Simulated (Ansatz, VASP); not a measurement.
**One calculation of Re, two programs**

Contents of INCAR:

```
PREC = Accurate
ENCUT = 520
EDIFF = 1E-6
ISMEAR = 0
SIGMA = 0.15
LREAL = F
LASPH = T
NELM = 100
ALGO = Normal
ISIF = 2
LWAVE = F
LCHARG = F
GGA = PE
NBANDS = 10
```

KPOINTS

```
regular mesh
0
Gamma
  10 10 10
```

POSCAR

```
Re
1.0
    0.0000000000      1.9577236186      2.1192358171
    2.0115610181      0.0000000000      2.1192358171
    2.0115610181      1.9577236186      0.0000000000
Re
1
Direct
    0.0000000000      0.0000000000      0.0000000000
```

Input for Ansatz:

```yaml
crystal:
  lattice:
    - [0.0, 1.9577236186, 2.1192358171]
    - [2.0115610181, 0.0, 2.1192358171]
    - [2.0115610181, 1.9577236186, 0.0]
  atoms:
    - { symbol: Re, position: [0.0, 0.0, 0.0] }
basis:
  ecutwfc: 420
kpoints:
  mp_grid: { grid: [10, 10, 10] }
hamiltonian:
  xc: pbe
scf:
  occupations: { method: gaussian, width: 0.15 }
output:
  forces: true
  stress: true
  eigenvalues: true
```

Change from the starting cell: normal strain along x +0.0275, normal strain along z +0.0825.

Alike in both runs: task single point; functional PBE; k mesh 10 × 10 × 10; occupations gaussian, width 0.15 eV; no spin polarisation.

|  | VASP | Ansatz |
| --- | --- | --- |
| version | VASP 6.6.1 | Ansatz 0.2.0 |
| potentials or method | VASP PAW PBE potentials, release 64 (Re), cutoff 520 eV | scalar-relativistic, plane waves, PAW |
| valence electrons in the cell | 7 | 15 |

Ansatz gave:

- gap on the k mesh at the Fermi level (eV): none
- pressure (GPa): -29.9
- traceless stress, the component that is largest in VASP (GPa): -9.95

Which values does VASP return?

gap on the k mesh at the Fermi level (eV): none; pressure (GPa): -30.8; traceless stress, the component that is largest in VASP (GPa): -9.88.

A gap of «none» marks a metal or a gap that the smearing closes. Both programs put the cell under strong tension, so it lies far from rest at this level. VASP's potentials hold 7 valence electrons a cell and Ansatz's 15, so a difference there can come from the potentials and not from the codes.

Spin-orbit coupling is off throughout. Noted on VASP's run: the cell as given lies far from equilibrium.
